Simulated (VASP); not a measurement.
# H2C2O3 in VASP: notebook

The runs below take H2C2O3 through single point, with PBEsol.

All numbers are computed with VASP 6.6.1; they aren't measurements. Logs are shortened: lines on timing, memory, paths and dates and some standing lists are left out, and cuts for length are marked.

**1. The cell of the first run**

The cell holds a disordered packing, 21 atoms: a = 7.133 Å, b = 7.133 Å, c = 7.133 Å, α = 90.00°, β = 90.00°, γ = 90.00°.

**2. Single point, PBEsol**

Input file INCAR:

```
SYSTEM = H2C2O3
PREC     = Accurate       ! precision mode
ENCUT    = 1000           ! plane-wave cutoff, eV
EDIFF    = 1E-6           ! SCF threshold, eV
ISMEAR   = -1             ! smearing method
SIGMA    = 0.02           ! smearing width, eV
LREAL    = Auto         
LASPH    = .True.         ! aspherical terms in the spheres
NELM     = 120            ! most SCF steps
ALGO     = Normal         ! electronic algorithm
ISIF     = 2              ! what is computed and relaxed
LWAVE    = .False.        ! write WAVECAR
LCHARG   = .False.        ! write CHGCAR
GGA      = PS             ! functional
NBANDS   = 58             ! bands
GGA_COMPAT= .False.
```

Input file KPOINTS:

```
regular mesh
0
Gamma
  1 1 1
  0 0 0
```

Input file POSCAR:

```
H2C2O3
1.0
    7.1334920000      0.0000000000      0.0000000000
    0.0000000000      7.1334920000      0.0000000000
    0.0000000000      0.0000000000      7.1334920000
O C H
9 6 6
Direct
    0.6364484603     -0.0485877043      0.8078792266
    0.9114890716     -0.0478587486      0.9215122131
    0.5778796696      0.7594737612      0.1049696278
    0.3102127261      0.9094143513      0.0531436777
   -0.0598304449      0.3649544991     -0.1550713171
    0.1761269235      0.3155397104      0.0096166085
   -0.0897456673      0.2669940613      0.4961104603
    0.9682915464      0.8317104722      0.3611555182
    0.4854985469      0.2914561340      0.5452869366
    0.8015709557     -0.0042055139      0.7992999782
    0.4010938822      0.7551420819      0.1017173637
    0.1121470382      0.4149019863     -0.1127918837
    0.0692367777      0.2883019985      0.4679475354
    0.8151407473      0.7952206297      0.3811176910
    0.4353828391      0.4090843587      0.4399107758
    0.4071778590     -0.0091259652      1.0078514141
    0.8320889685      0.0621014224      0.6541116188
    0.5990754598      0.8586958533     -0.0652135027
    0.2991522245      0.6734990381      0.1573002395
   -0.0462886900      0.2186306510     -0.1007500955
    0.1612113674      0.5278340538     -0.2269856054
```

Potentials or basis: VASP PAW PBE potentials, release 64 (O_h, C_h, H_h).

Launch:

```console
$ cat potpaw_PBE.64/O_h/POTCAR potpaw_PBE.64/C_h/POTCAR potpaw_PBE.64/H_h/POTCAR > POTCAR
$ mpirun -np 1 vasp_gam > vasp.out
```

OUTCAR:

```text
SYSTEM = H2C2O3
   PREC = Accurate
   ENCUT = 1000
   EDIFF = 1E-6
   ISMEAR = -1
   LREAL = Auto
   LASPH = .True.
   NELM = 120
   ISIF = 2
   GGA = PS

 ion  position               nearest neighbor table
   1  0.636  0.951  0.808-  18 1.15  10 1.22
   2  0.911  0.952  0.922-  10 1.21
   3  0.578  0.759  0.105-  11 1.26
   4  0.310  0.909  0.053-  16 0.96  11 1.32
   5  0.940  0.365  0.845-  20 1.12  12 1.31
   6  0.176  0.316  0.010-  12 1.21
   7  0.910  0.267  0.496-  13 1.16
   8  0.968  0.832  0.361-  14 1.13
   9  0.485  0.291  0.545-  15 1.18
  10  0.802  0.996  0.799-  17 1.16   2 1.21   1 1.22
  11  0.401  0.755  0.102-  19 1.01   3 1.26   4 1.32
  12  0.112  0.415  0.887-  21 1.20   6 1.21   5 1.31
  13  0.069  0.288  0.468-   7 1.16
  14  0.815  0.795  0.381-   8 1.13
  15  0.435  0.409  0.440-   9 1.18
  16  0.407  0.991  0.008-   4 0.96
  17  0.832  0.062  0.654-  10 1.16
  18  0.599  0.859  0.935-   1 1.15
  19  0.299  0.673  0.157-  11 1.01
  20  0.954  0.219  0.899-   5 1.12
  21  0.161  0.528  0.773-  12 1.20

  LATTYP: Found a simple cubic cell.
 ALAT       =     7.1334920000

  Lattice vectors:

 A1 = (   7.1334920000,   0.0000000000,   0.0000000000)
 A2 = (   0.0000000000,   7.1334920000,   0.0000000000)
 A3 = (   0.0000000000,   0.0000000000,   7.1334920000)

Analysis of symmetry for initial positions (statically):
=====================================================================
 Subroutine PRICEL returns:
 Original cell was already a primitive cell.

 Routine SETGRP: Setting up the symmetry group for a
 simple cubic supercell.

 Subroutine GETGRP returns: Found  1 space group operations
 (whereof  1 operations were pure point group operations)
 out of a pool of 48 trial point group operations.

The static configuration has the point symmetry C_1 .

Analysis of symmetry for dynamics (positions and initial velocities):
=====================================================================
 Subroutine PRICEL returns:
 Original cell was already a primitive cell.

 Routine SETGRP: Setting up the symmetry group for a
 simple cubic supercell.

 Subroutine GETGRP returns: Found  1 space group operations
 (whereof  1 operations were pure point group operations)
 out of a pool of 48 trial point group operations.

The dynamic configuration has the point symmetry C_1 .

 Subroutine INISYM returns: Found  1 space group operations
[... 113 lines left out ...]
   EDIFFG = 0.1E-04   stopping-criterion for IOM
   NSW    =      0    number of steps for IOM
   IBRION =     -1    ionic relax: 0-MD 1-quasi-New 2-CG
   NFREE  =      0    steps in history (QN), initial steepest desc. (CG)
   ISIF   =      2    stress and relaxation
   ISYM   =      2    0-nonsym 1-usesym 2-fastsym
   POTIM  = 0.5000    time-step for ionic-motion
   TEBEG  =    0.0;   TEEND  =   0.0 temperature during run
   PSTRESS=    0.0 pullay stress
   NELECT =      84.0000    total number of electrons
   NUPDOWN=      -1.0000    fix difference up-down
   EMIN   =  10.00;   EMAX   =-10.00  energy-range for DOS
   EFERMI =   0.00;   METHOD = LEGACY
   ISMEAR =    -1;   SIGMA  =   0.02  broadening in eV -4-tet -1-fermi 0-gaus
   EFERMI_NEDOS =   21; number of points for ismear=-14 and -15
   IALGO  =     38    algorithm
   IMIX   =      4    mixing-type and parameters
     AMIX     =   0.40;   BMIX     =  1.00
     AMIX_MAG =   1.60;   BMIX_MAG =  1.00
  volume/ion in A,a.u.               =      17.29       116.65
  Fermi-wavevector in a.u.,A,eV,Ry     =   1.005076  1.899319 13.744314  1.010179
  Thomas-Fermi vector in A             =   2.137733
   LORBIT       =      0    0 simple, 1 ext, 2 COOP (PROOUT), +10 PAW based schemes
   GGA     = PS    functional components
   LHFCALC =     F    Hartree Fock is set to
   AEXX    =    0.0000 exact exchange contribution
   IVDW    =     0    specifies the selected vdW correction
   LEPSILON=     F    determine dielectric tensor
   LRPA    =     F    only Hartree local field effects (RPA)
 non-spin polarized calculation
  energy-cutoff  :     1000.00
  volume of cell :      363.00
 maximum number of plane-waves:     13001
 NGX is ok and might be reduce to    80
   NGX = 37   NGY = 37   NGZ = 37

 number of electron      83.9999996 magnetization

 Free energy of the ion-electron system (eV)
  ---------------------------------------------------
  ext. energy  EPLUGINS =         0.00000000
  ---------------------------------------------------
  free energy    TOTEN  =      -135.57806076 eV

  energy without entropy =     -135.57806076  energy(sigma->0) =     -135.57806076

 E-fermi :  -2.3320     XC(G=0):  -6.2412

 val. band max:       -2.8243751725   @ k =   0.0000   0.0000   0.0000
 cond. band min:       0.6300137555   @ k =   0.0000   0.0000   0.0000
 fundamental gap:      3.4543889280
 Fermi energy:        -2.3319682041

 k-point     1 :       0.0000    0.0000    0.0000
  band No.  band energies     occupation
      1     -25.5667      2.00000
      2     -25.3714      2.00000
      3     -25.2740      2.00000
      4     -24.6679      2.00000
      5     -24.5704      2.00000
      6     -24.5407      2.00000
[... 46 lines left out ...]
     53       4.1578      0.00000
     54       4.5949      0.00000
 [bands above 54 left out]

------------------------ aborting loop because EDIFF is reached ----------------------------------------

  FORCE on cell =-STRESS in cart. coord.  units (eV):
  Direction    XX          YY          ZZ          XY          YZ          ZX
  --------------------------------------------------------------------------------------
  -------------------------------------------------------------------------------------
  Total       12.4183747     -3.5356858     -0.9097194      4.3564204      4.5540237      3.0521691
  in kB       54.8111363    -15.6055007     -4.0152401     19.2279872     20.1001514     13.4713970
  external PRESSURE =      11.7301318 kB  Pullay stress =       0.0000000 kB

 VOLUME and BASIS-vectors are now :
 -----------------------------------------------------------------------------
  energy-cutoff  :     1000.00
  volume of cell :      363.00
      direct lattice vectors                 reciprocal lattice vectors
     7.133492000  0.000000000  0.000000000     0.140183798  0.000000000  0.000000000
     0.000000000  7.133492000  0.000000000     0.000000000  0.140183798  0.000000000
     0.000000000  0.000000000  7.133492000     0.000000000  0.000000000  0.140183798

 POSITION                                       TOTAL-FORCE (eV/Angst)
 -----------------------------------------------------------------------------------
      4.54010      6.78689      5.76300        -6.746499     -2.124991      0.703632
      6.50210      6.79209      6.57360         2.291831      0.913709      0.772295
      4.12230      5.41770      0.74880        -2.179423     -1.432461     -0.910166
      2.21290      6.48730      0.37910        -0.665200     -0.969727     -0.284296
      6.70669      2.60340      6.02729        -1.105102     -2.096272     -0.480501
      1.25640      2.25090      0.06860         3.268819      1.019339      0.701418
[... 13 lines left out ...]
      6.80329      1.55960      6.41479        -0.912290      2.469962     -0.477632
      1.15000      3.76530      5.51429         0.082503     -0.905116      2.055209
 -----------------------------------------------------------------------------------
    total drift:                                0.005205      0.000061     -0.003587

  FREE ENERGIE OF THE ION-ELECTRON SYSTEM (eV)
  ---------------------------------------------------
  free  energy   TOTEN  =      -135.5780607649 eV

  energy  without entropy=     -135.5780607649  energy(sigma->0) =     -135.57806076
```

Wall time 87 s (1 thread of AMD EPYC 7R43 (Zen 3), shared host); peak memory 0.92 GiB.

Results:

| Item | Value |
| --- | --- |
| Free energy | -135.5781 eV |
| Pressure | 1.2 GPa |
| Largest force | 7.108 eV/Å |

Forces on the atoms (eV/Å):
```
O   -6.746 -2.125  0.704
O    2.292  0.914  0.772
O   -2.179 -1.432 -0.910
O   -0.665 -0.970 -0.284
O   -1.105 -2.096 -0.481
O    3.269  1.019  0.701
O    2.910  0.578 -1.226
O    0.466  0.051 -0.183
O   -1.177  3.233 -2.903
C    2.972  0.219 -1.806
C    3.084  4.205 -0.045
C   -1.024 -0.428 -0.985
C   -3.055 -0.426  0.294
C   -0.331 -0.129  0.340
C    1.499 -3.111  2.889
H    0.426  1.554 -0.508
H    0.141 -0.272  1.499
H    1.750  1.118 -0.942
H   -1.695 -3.468  1.496
H   -0.912  2.470 -0.478
H    0.083 -0.905  2.055
```

Levels at points of the mesh, in eV from the Fermi level:
| k point | band 39 | band 40 | band 41 | band 42 | band 43 | band 44 | band 45 | band 46 |
| --- | --- | --- | --- | --- | --- | --- | --- | --- |
| (0.00, 0.00, 0.00) | -1.69 | -1.58 | -0.67 | -0.49 | 2.96 | 3.14 | 3.39 | 3.81 |

Caveat: the k points lie up to 0.88 Å⁻¹ apart, too coarse for converged energies, forces and pressures; the atoms stand as in a frame of molecular dynamics; the PAW data sets were made with another functional, which shifts forces and pressure a little.

**3. Single point, PBEsol**

Input file INCAR:

```
  PREC = Accurate
  ENCUT = 1000
  EDIFF = 1E-6
  ISMEAR = -1
  SIGMA = 0.02
  LREAL = Auto
  LASPH = T
  NELM = 120
  ALGO = Normal
  ISIF = 2
  LWAVE = F
  LCHARG = T
  GGA = PS
  LELF = T
  LVHAR = T
  NBANDS = 58
  GGA_COMPAT = F
```

Input file KPOINTS:

```
regular mesh
0
Gamma
  1 1 1
```

Input file POSCAR:

```
H2C2O3
1.0
    7.1334920000      0.0000000000      0.0000000000
    0.0000000000      7.1334920000      0.0000000000
    0.0000000000      0.0000000000      7.1334920000
O C H
9 6 6
Direct
    0.6170049676     -0.0007289557      0.8128557514
    0.9018584446      0.0812505292      0.9977441623
    0.6429670069      0.7694268109      0.0892410057
    0.3586742650      0.8674152855     -0.0011495071
   -0.0096166085      0.4042339993     -0.0162332838
    0.3007082646      0.4176355703      0.0391112796
    0.0040793485      0.3602162868      0.5437449148
    1.0920878582      0.8623686688      0.3978416181
    0.4780688056      0.3839073486      0.5565717323
    0.8010382573      0.0390131509      0.8566211331
    0.4474386458      0.7826741798      0.1223524187
    0.1575665887      0.4644289220     -0.0470597009
    0.0603070698      0.2712556487      0.4272101237
    0.9389230408      0.8626209996      0.4485741345
    0.4928581962      0.4660270173      0.4207616690
    0.4963207360     -0.0217144703      0.9360773097
    0.9049004331     -0.0078502927      0.7226895327
    0.6559620450      0.7797022833     -0.0386626914
    0.4561861147      0.7011713197      0.2638118890
   -0.0491904946      0.2769050558      0.0466251311
    0.1899630644      0.5349273540     -0.1973086954
```

Potentials or basis: VASP PAW PBE potentials, release 64 (O_h, C_h, H_h).

Launch:

```console
$ cat potpaw_PBE.64/O_h/POTCAR potpaw_PBE.64/C_h/POTCAR potpaw_PBE.64/H_h/POTCAR > POTCAR
$ mpirun -np 1 vasp_gam > vasp.out
```

Wall time 3 min (1 thread of AMD EPYC 7R43 (Zen 3), shared host); peak memory 0.9 GiB.

Results (log left out):

```yaml
Free_energy: -135.2027 eV
Pressure: -2.1 GPa
Largest_force: 4.845 eV/Å
```

Forces on the atoms (eV/Å):
```
O    2.193  1.274  2.520
O   -3.492 -0.707 -1.499
O   -2.379 -1.134  4.066
O   -0.526 -0.134  1.850
O   -1.646  0.793 -0.302
O   -0.739  0.726  0.147
O   -0.687  1.055  1.273
O   -1.566 -0.157  0.481
O    0.043  0.151 -0.436
C    2.047 -1.402 -1.503
C    4.499 -0.536 -0.494
C    2.851 -1.314 -1.419
C    0.603 -0.872 -1.343
C    1.593 -0.184 -0.606
C    0.082 -0.203  0.594
H    0.817  0.008 -1.997
H   -2.124  0.857  1.574
H    0.726  0.460 -3.455
H   -2.068  0.834 -0.974
H    1.035  0.656 -0.483
H   -1.263 -0.172  2.007
```

Stress tensor (GPa, compression positive):
```
-5.44 -0.68 -0.81
-0.68  0.50  0.10
-0.81  0.10 -1.33
```

Levels at points of the mesh, in eV from the Fermi level:
| k point | band 38 | band 39 | band 40 | band 41 | band 42 | band 43 | band 44 | band 45 | band 46 | band 47 |
| --- | --- | --- | --- | --- | --- | --- | --- | --- | --- | --- |
| (0.00, 0.00, 0.00) | -2.41 | -2.18 | -1.81 | -1.10 | -0.53 | 2.64 | 3.04 | 3.11 | 3.19 | 3.28 |

Caveat: the k points lie up to 0.88 Å⁻¹ apart, too coarse for converged energies, forces and pressures; the atoms stand as in a frame of molecular dynamics; the PAW data sets were made with another functional, which shifts forces and pressure a little.

(Continued in part 2 of 2.)
